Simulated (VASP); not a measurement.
# Ti (P6_3/mmc) in VASP: further runs

Aim: see how the results for Ti move with the level of theory and the settings. Levels: RPBE, PBE+D4, PBE. Tasks: relaxation of cell and atoms.

All numbers are computed with VASP 6.6.1; they aren't measurements. Logs are shortened: lines on timing, memory, paths and dates and some standing lists are left out, and cuts for length are marked.

### 1 The cell of the first run

Symmetry: P6_3/mmc, No. 194, hexagonal system. The conventional cell has a = 2.950 Å, b = 2.950 Å, c = 4.680 Å, α = 90.00°, β = 90.00°, γ = 120.00°. Within 3.8 Å of Ti (site symmetry -6m2) lie 12 Ti at 2.89 to 2.95 Å.

### 2 Relaxation of cell and atoms, RPBE

Contents of INCAR:

```
PREC = Accurate
ENCUT = 600
EDIFF = 1E-7
ISMEAR = 1
SIGMA = 0.1
LREAL = F
LASPH = T
NELM = 80
ALGO = Normal
ISIF = 3
LWAVE = F
LCHARG = F
GGA = RP
IBRION = 2
NSW = 80
EDIFFG = -0.01
```

Contents of KPOINTS:

```
Automatic mesh
0
Gamma
  13 13 7
```

Contents of POSCAR:

```
Ti
1.0
    2.9500000000      0.0000000000      0.0000000000
   -1.4750000000      2.5547750000      0.0000000000
    0.0000000000      0.0000000000      4.6800000000
Ti
2
Direct
    0.3333333333      0.6666666667      0.2500000000
    0.6666666667      0.3333333333      0.7500000000
```

Potentials or basis: VASP PAW PBE potentials, release 64 (Ti_sv).

On the command line:

```console
cat potpaw_PBE.64/Ti_sv/POTCAR > POTCAR
mpirun -np 1 vasp_std > vasp.out
```

OUTCAR:

```text
PREC = Accurate
   ENCUT = 600
   EDIFF = 1E-7
   ISMEAR = 1
   LREAL = F
   LASPH = T
   NELM = 80
   ISIF = 3
   GGA = RP
   IBRION = 2
   NSW = 80
   EDIFFG = -0.01

 ion  position               nearest neighbor table
   1  0.333  0.667  0.250-   2 2.89   2 2.89   2 2.89   2 2.89   2 2.89   2 2.89
   2  0.667  0.333  0.750-   1 2.89   1 2.89   1 2.89   1 2.89   1 2.89   1 2.89

  LATTYP: Found a hexagonal cell.
 ALAT       =     2.9500000000
 C/A-ratio  =     1.5864406780

  Lattice vectors:

 A1 = (   2.9500000000,   0.0000000000,   0.0000000000)
 A2 = (  -1.4750000000,   2.5547750000,   0.0000000000)
 A3 = (   0.0000000000,   0.0000000000,   4.6800000000)

Analysis of symmetry for initial positions (statically):
=====================================================================
 Subroutine PRICEL returns:
 Original cell was already a primitive cell.

 Routine SETGRP: Setting up the symmetry group for a
 hexagonal supercell.

 Subroutine GETGRP returns: Found 24 space group operations
 (whereof 12 operations were pure point group operations)
 out of a pool of 24 trial point group operations.

The static configuration has the point symmetry D_3d.
 The point group associated with its full space group is D_6h.

Analysis of symmetry for dynamics (positions and initial velocities):
=====================================================================
 Subroutine PRICEL returns:
 Original cell was already a primitive cell.

 Routine SETGRP: Setting up the symmetry group for a
 hexagonal supercell.

 Subroutine GETGRP returns: Found 24 space group operations
 (whereof 12 operations were pure point group operations)
 out of a pool of 24 trial point group operations.

The dynamic configuration has the point symmetry D_3d.
 The point group associated with its full space group is D_6h.

 Subroutine INISYM returns: Found 24 space group operations
 (whereof 12 operations are pure point group operations),
 and found     1 'primitive' translations

----------------------------------------------------------------------------------------

                                     Primitive cell

  volume of cell :      35.2712

  direct lattice vectors                    reciprocal lattice vectors
     2.950000000  0.000000000  0.000000000     0.338983051  0.195711951  0.000000000
    -1.475000000  2.554775000  0.000000000     0.000000000  0.391423902  0.000000000
     0.000000000  0.000000000  4.680000000     0.000000000  0.000000000  0.213675214

  length of vectors
     2.950000000  2.950000051  4.680000000     0.391423909  0.391423902  0.213675214

  position of ions in fractional coordinates (direct lattice)
     0.333333333  0.666666667  0.250000000
     0.666666667  0.333333333  0.750000000

  ion indices of the primitive-cell ions
   primitive index   ion index
                 1           1
                 2           2

----------------------------------------------------------------------------------------

 KPOINTS: Automatic mesh

Automatic generation of k-mesh.
 Grid dimensions read from file:
 generate k-points for:   13   13    7

 Generating k-lattice:

  Cartesian coordinates                     Fractional coordinates (reciprocal lattice)
     0.026075619  0.015054765  0.000000000     0.076923077  0.000000000  0.000000000
     0.000000000  0.030109531  0.000000000     0.000000000  0.076923077  0.000000000
     0.000000000  0.000000000  0.030525031     0.000000000  0.000000000  0.142857143

  Length of vectors
     0.030109531  0.030109531  0.030525031

  Shift w.r.t. Gamma in fractional coordinates (k-lattice)
     0.000000000  0.000000000  0.000000000

 Subroutine IBZKPT returns following result:
 ===========================================

 Found     84 irreducible k-points:

 Following reciprocal coordinates:
            Coordinates               Weight
  0.000000  0.000000  0.000000      1.000000
  0.076923  0.000000  0.000000      6.000000
  0.153846  0.000000  0.000000      6.000000
  0.230769  0.000000  0.000000      6.000000
  0.307692  0.000000  0.000000      6.000000
  0.384615 -0.000000  0.000000      6.000000
[... 16 lines left out ...]
  0.076923  0.000000  0.142857     12.000000
  0.153846  0.000000  0.142857     12.000000
 [... further k-points ...]
   k-points           NKPTS =     84   k-points in BZ     NKDIM =     84   number of bands    NBANDS=     16
   number of dos      NEDOS =    301   number of ions     NIONS =      2
   total plane-waves  NPLWV =  23040
   dimension x,y,z NGX =    24 NGY =   24 NGZ =   40
   dimension x,y,z NGXF=    48 NGYF=   48 NGZF=   80
   ions per type =               2
   NGX,Y,Z   is equivalent  to a cutoff of  13.53, 13.53, 14.21 a.u.
   NGXF,Y,Z  is equivalent  to a cutoff of  27.05, 27.05, 28.42 a.u.
 SYSTEM =  unknown system
   PREC   = accura    normal or accurate (medium, high low for compatibility)
   ISTART =      0    job   : 0-new  1-cont  2-samecut
   ICHARG =      2    charge: 1-file 2-atom 10-const
   ISPIN  =      1    spin polarized calculation?
   LNONCOLLINEAR =      F non collinear calculations
   LSORBIT =      F    spin-orbit coupling
   LASPH  =      T    aspherical Exc in radial PAW
   ENCUT  =  600.0 eV  44.10 Ry    6.64 a.u.   5.89  5.89  9.35*2*pi/ulx,y,z
   NELM   =     80;   NELMIN=  2; NELMDL= -5     # of ELM steps
   EDIFF  = 0.1E-06   stopping-criterion for ELM
   LREAL  =      F    real-space projection
   EDIFFG = -.1E-01   stopping-criterion for IOM
   NSW    =     80    number of steps for IOM
   IBRION =      2    ionic relax: 0-MD 1-quasi-New 2-CG
   NFREE  =      1    steps in history (QN), initial steepest desc. (CG)
   ISIF   =      3    stress and relaxation
   ISYM   =      2    0-nonsym 1-usesym 2-fastsym
   POTIM  = 0.5000    time-step for ionic-motion
   TEBEG  =    0.0;   TEEND  =   0.0 temperature during run
   PSTRESS=    0.0 pullay stress
   NELECT =      24.0000    total number of electrons
   NUPDOWN=      -1.0000    fix difference up-down
   EMIN   =  10.00;   EMAX   =-10.00  energy-range for DOS
   EFERMI =   0.00;   METHOD = LEGACY
   ISMEAR =     1;   SIGMA  =   0.10  broadening in eV -4-tet -1-fermi 0-gaus
   EFERMI_NEDOS =   21; number of points for ismear=-14 and -15
   IALGO  =     38    algorithm
   IMIX   =      4    mixing-type and parameters
     AMIX     =   0.40;   BMIX     =  1.00
     AMIX_MAG =   1.60;   BMIX_MAG =  1.00
  volume/ion in A,a.u.               =      17.64       119.01
  Fermi-wavevector in a.u.,A,eV,Ry     =   1.439920  2.721054 28.209911  2.073370
  Thomas-Fermi vector in A             =   2.558722
   LORBIT       =      0    0 simple, 1 ext, 2 COOP (PROOUT), +10 PAW based schemes
   GGA     = RP    functional components
   LHFCALC =     F    Hartree Fock is set to
   AEXX    =    0.0000 exact exchange contribution
   IVDW    =     0    specifies the selected vdW correction
   LEPSILON=     F    determine dielectric tensor
   LRPA    =     F    only Hartree local field effects (RPA)
 conjugate gradient relaxation of ions
 non-spin polarized calculation
 Methfessel and Paxton  Order N= 1 SIGMA  =   0.10
  energy-cutoff  :      600.00
  volume of cell :       35.27
 maximum number of plane-waves:      1192
 NGX is ok and might be reduce to    24
   NGX = 11   NGY = 11   NGZ = 19

--------------------------------------- Ionic step        1  -------------------------------------------

 number of electron      23.9999997 magnetization

 Free energy of the ion-electron system (eV)
  ---------------------------------------------------
  ext. energy  EPLUGINS =         0.00000000
  ---------------------------------------------------
  free energy    TOTEN  =       -14.87529391 eV

  energy without entropy =      -14.87531432  energy(sigma->0) =      -14.87530072

------------------------ aborting loop because EDIFF is reached ----------------------------------------

  FORCE on cell =-STRESS in cart. coord.  units (eV):
  Direction    XX          YY          ZZ          XY          YZ          ZX
  --------------------------------------------------------------------------------------
  -------------------------------------------------------------------------------------
  Total        0.3071958      0.3071958      0.2518792     -0.0000000      0.0000000      0.0000000
  in kB       13.9542116     13.9542122     11.4414862     -0.0000000      0.0000000      0.0000000
  external PRESSURE =      13.1166367 kB  Pullay stress =       0.0000000 kB

 VOLUME and BASIS-vectors are now :
 -----------------------------------------------------------------------------
  energy-cutoff  :      600.00
  volume of cell :       35.27
      direct lattice vectors                 reciprocal lattice vectors
     2.950000000  0.000000000  0.000000000     0.338983051  0.195711951  0.000000000
    -1.475000000  2.554775000  0.000000000     0.000000000  0.391423902  0.000000000
     0.000000000  0.000000000  4.680000000     0.000000000  0.000000000  0.213675214
[... 73 lines left out ...]
 POSITION                                       TOTAL-FORCE (eV/Angst)
 -----------------------------------------------------------------------------------
     -0.00000      1.71065      1.17421        -0.000000      0.000000      0.000000
      1.48147      0.85532      3.52262         0.000000     -0.000000      0.000000
 -----------------------------------------------------------------------------------
    total drift:                               -0.000000      0.000000     -0.000000

  FREE ENERGIE OF THE ION-ELECTRON SYSTEM (eV)
  ---------------------------------------------------
  free  energy   TOTEN  =       -14.8770829578 eV

  energy  without entropy=      -14.8771862488  energy(sigma->0) =      -14.87711739

--------------------------------------- Ionic step        4  -------------------------------------------

 number of electron      24.0000001 magnetization

 Free energy of the ion-electron system (eV)
  ---------------------------------------------------
  ext. energy  EPLUGINS =         0.00000000
  ---------------------------------------------------
  free energy    TOTEN  =       -14.87710723 eV

  energy without entropy =      -14.87719781  energy(sigma->0) =      -14.87713742

 E-fermi :   8.1811     XC(G=0): -11.2598

 val. band max:        8.1543385340   @ k =   0.2308   0.2308   0.4286
 cond. band min:       8.1847252257   @ k =   0.0769   0.0769   0.4286
 fundamental gap:      0.0303866917
 Fermi energy:         8.1811158237

 k-point     1 :       0.0000    0.0000    0.0000
  band No.  band energies     occupation
      1     -48.8914      2.00000
      2     -48.7708      2.00000
      3     -25.3796      2.00000
      4     -24.7890      2.00000
      5     -24.7890      2.00000
      6     -24.7381      2.00000
[... 8 lines left out ...]
     15       9.4096     -0.00000
     16       9.4096     -0.00000
[... 419 lines left out ...]
 k-point    24 :       0.1538    0.0000    0.1429
  band No.  band energies     occupation
      1     -48.8665      2.00000
      2     -48.7689      2.00000
      3     -25.3097      2.00000
      4     -24.8729      2.00000
      5     -24.8288      2.00000
      6     -24.8134      2.00000
[... 8 lines left out ...]
     15       9.2275     -0.00000
     16       9.6136     -0.00000

 [... further k-points ...]
[... 5 lines left out ...]
  --------------------------------------------------------------------------------------
  -------------------------------------------------------------------------------------
  Total        0.0051030      0.0051030     -0.0133870      0.0000000      0.0000000      0.0000000
  in kB        0.2289633      0.2289633     -0.6006548      0.0000000      0.0000000      0.0000000
  external PRESSURE =      -0.0475761 kB  Pullay stress =       0.0000000 kB

 VOLUME and BASIS-vectors are now :
 -----------------------------------------------------------------------------
  energy-cutoff  :      600.00
  volume of cell :       35.71
      direct lattice vectors                 reciprocal lattice vectors
     2.963968635 -0.000000000 -0.000000000     0.337385487  0.194789597  0.000000000
    -1.481984317  2.566872193  0.000000000     0.000000000  0.389579194  0.000000000
    -0.000000000 -0.000000000  4.693448903     0.000000000 -0.000000000  0.213062935

 POSITION                                       TOTAL-FORCE (eV/Angst)
 -----------------------------------------------------------------------------------
     -0.00000      1.71125      1.17336        -0.000000     -0.000000      0.000000
      1.48198      0.85562      3.52009         0.000000      0.000000     -0.000000
 -----------------------------------------------------------------------------------
    total drift:                               -0.000000      0.000000     -0.000000

  FREE ENERGIE OF THE ION-ELECTRON SYSTEM (eV)
  ---------------------------------------------------
  free  energy   TOTEN  =       -14.8771072270 eV

  energy  without entropy=      -14.8771978071  energy(sigma->0) =      -14.87713742

 reached required accuracy - stopping structural energy minimisation
```

It took 90 s on 1 thread of Intel Xeon Platinum 8488C (Sapphire Rapids), shared host; peak memory 0.19 GiB.

Results:

```yaml
Free_energy: -14.8771 eV
Relaxed_volume: 17.85 Å³/atom
Relaxed_cell: a = 2.964 Å, b = 2.964 Å, c = 4.693 Å, α = 90.00°, β = 90.00°, γ = 120.00°
Space_group_after_relaxing_to_0.05_Å: P6_3/mmc (No. 194)
Energy_gained_by_relaxing: 0.9 meV/atom
Ionic_steps: 4
Pressure_after_relaxing: 0.0 GPa
Band_gap_on_the_k_mesh: zero (band 12 reaches 8.93 eV, above the bottom of band 13 at 7.85 eV)
```

Stress tensor (GPa, compression positive):
```
 0.02  0.00  0.00
 0.00  0.02  0.00
 0.00  0.00 -0.06
```

The path:
```
step  energy change (eV)  largest force (eV/Å)  pressure (GPa)  volume (Å³)
   1              0.0000                0.0000            1.31        35.27
   2             -0.0009                0.0000           -0.89        36.01
   3             -0.0018                0.0000           -0.01        35.71
   4             -0.0018                0.0000            0.00        35.71
```

Final structure:
```cif
data_structure
_symmetry_space_group_name_H-M 'P 1'
_symmetry_Int_Tables_number 1
_cell_length_a 2.9640
_cell_length_b 2.9640
_cell_length_c 4.6934
_cell_angle_alpha 90.000
_cell_angle_beta 90.000
_cell_angle_gamma 120.000
_cell_volume 35.71
loop_
_atom_site_label
_atom_site_type_symbol
_atom_site_fract_x
_atom_site_fract_y
_atom_site_fract_z
_atom_site_occupancy
Ti1 Ti 0.33333 0.66667 0.25000 1
Ti2 Ti 0.66667 0.33333 0.75000 1
```

Caveat: the PAW data sets were made with another functional, which shifts forces and pressure a little.

### 3 Relaxation of cell and atoms, PBE+D4

Contents of INCAR:

```
PREC = Accurate
ENCUT = 600
EDIFF = 1E-6
ISMEAR = 1
SIGMA = 0.1
LREAL = False
LASPH = True
NELM = 100
ALGO = Normal
ISIF = 3
LWAVE = False
LCHARG = False
GGA = PE
IVDW = 13
IBRION = 2
NSW = 80
EDIFFG = -0.01
```

KPOINTS is that of step 2.

POSCAR is that of step 2.

Potentials or basis: VASP PAW PBE potentials, release 64 (Ti_sv).

On the command line:

```console
cat potpaw_PBE.64/Ti_sv/POTCAR > POTCAR
mpirun -np 1 vasp_std > vasp.out
```

It took 62 s on 1 thread of Intel Xeon Platinum 8488C (Sapphire Rapids), shared host; peak memory 0.19 GiB.

Results (log left out):

```
Free energy                            : -16.0778 eV
Relaxed volume                         : 17.06 Å³/atom
Relaxed cell                           : a = 2.919 Å, b = 2.919 Å, c = 4.626 Å, α = 90.00°, β = 90.00°, γ = 120.00°
Space group after relaxing (to 0.05 Å) : P6_3/mmc (No. 194)
Energy gained by relaxing              : 6.5 meV/atom
Ionic steps                            : 3
Pressure after relaxing                : 0.0 GPa
Band gap on the k mesh                 : zero (band 12 reaches 9.31 eV, above the bottom of band 13 at 8.18 eV)
Dispersion energy per atom             : -0.205 eV
```

The path:
```
step  energy change (eV)  largest force (eV/Å)  pressure (GPa)  volume (Å³)
   1              0.0000                0.0000           -3.54        35.27
   2             -0.0059                0.0000            2.86        33.32
   3             -0.0130                0.0000           -0.01        34.13
```

Final structure:
```
Ti
1.0
     2.91864    0.00000    0.00000
    -1.45932    2.52761    0.00000
     0.00000    0.00000    4.62633
Ti
2
Direct
  0.33333 0.66667 0.25000
  0.66667 0.33333 0.75000
```

Levels at points of the mesh, in eV from the Fermi level:
| k point | band 10 | band 11 | band 12 | band 13 | band 14 | band 15 |
| --- | --- | --- | --- | --- | --- | --- |
| (0.00, 0.00, 0.00) | -2.75 | 0.76 | 0.76 | 0.79 | 0.87 | 1.27 |

Caveat: pairwise dispersion overbinds metals, which lowers pressure and volume.

### 4 Relaxation of cell and atoms, PBE

Contents of INCAR:

```
PREC     = Accurate       # precision mode
ENCUT    = 600            # plane-wave cutoff, eV
EDIFF    = 1E-6           # SCF threshold, eV
ISMEAR   = 1              # smearing method
SIGMA    = 0.1            # smearing width, eV
LREAL    = F              # projectors in reciprocal space
LASPH    = T              # aspherical terms in the spheres
NELM     = 80             # most SCF steps
ALGO     = Normal         # electronic algorithm
ISIF     = 3              # what is computed and relaxed
LWAVE    = F              # write WAVECAR
LCHARG   = F              # write CHGCAR
GGA      = PE             # functional
IBRION   = 2              # ionic algorithm
NSW      = 80             # ionic steps
EDIFFG   = -0.01          # ionic threshold
```

KPOINTS is that of step 3.

POSCAR is that of step 3.

On the command line:

```console
cat potpaw_PBE.64/Ti_sv/POTCAR > POTCAR
mpirun -np 1 vasp_std > vasp.out
```

Wall time 58 s (1 thread of Intel Xeon Platinum 8488C (Sapphire Rapids), shared host); peak memory 0.19 GiB.

It converged, with:

```yaml
Free_energy: -15.6706 eV
Relaxed_volume: 17.35 Å³/atom
Relaxed_cell: a = 2.935 Å, b = 2.935 Å, c = 4.652 Å, α = 90.00°, β = 90.00°, γ = 120.00°
Space_group_after_relaxing_to_0.05_Å: P6_3/mmc (No. 194)
Energy_gained_by_relaxing: 1.6 meV/atom
Ionic_steps: 3
Pressure_after_relaxing: 0.0 GPa
Band_gap_on_the_k_mesh: zero (band 12 reaches 9.12 eV, above the bottom of band 13 at 8.01 eV)
```

Stress tensor (GPa, compression positive):
```
 0.03  0.00  0.00
 0.00  0.03  0.00
 0.00  0.00 -0.05
```

The path:
| step | energy change (eV) | largest force (eV/Å) | pressure (GPa) | volume (Å³) |
| --- | --- | --- | --- | --- |
| 1 | 0.0000 | 0.0000 | -1.75 | 35.27 |
| 2 | -0.0015 | 0.0000 | 1.35 | 34.30 |
| 3 | -0.0032 | 0.0000 | 0.00 | 34.70 |

Final structure:
```
Ti
1.0
     2.93480    0.00000    0.00000
    -1.46740    2.54161    0.00000
     0.00000    0.00000    4.65203
Ti
2
Cartesian
  0.0000 1.6944 1.1630
  1.4674 0.8472 3.4890
```

Levels at points of the mesh, in eV from the Fermi level:
```tsv
k point	band 8	band 9	band 10	band 11	band 12	band 13	band 14	band 15	band 16
(0.00, 0.00, 0.00)	-32.72	-6.23	-2.71	0.74	0.76	0.76	0.86	1.25	1.25
```

### 5 The runs side by side

| level | gap on the mesh (eV) | pressure (GPa) | relaxed volume (Å³/atom) |
| --- | --- | --- | --- |
| RPBE | none | 0.0 | 17.85 |
| PBE+D4 | none | 0.0 | 17.06 |
| PBE | none | 0.0 | 17.35 |

Alike in all rows: task relaxation of cell and atoms; potentials or basis VASP PAW PBE potentials, release 64 (Ti_sv); no spin polarisation; cell relaxed; k mesh 13 × 13 × 7; cutoff (eV) 600; smearing methfessel-paxton 0.1 eV.

Caveats: the PAW data sets were made with another functional, which shifts forces and pressure a little (some runs); pairwise dispersion overbinds metals, which lowers pressure and volume (some runs).

Total energies depend on the potentials used, so only differences within one code and one set of settings carry meaning.
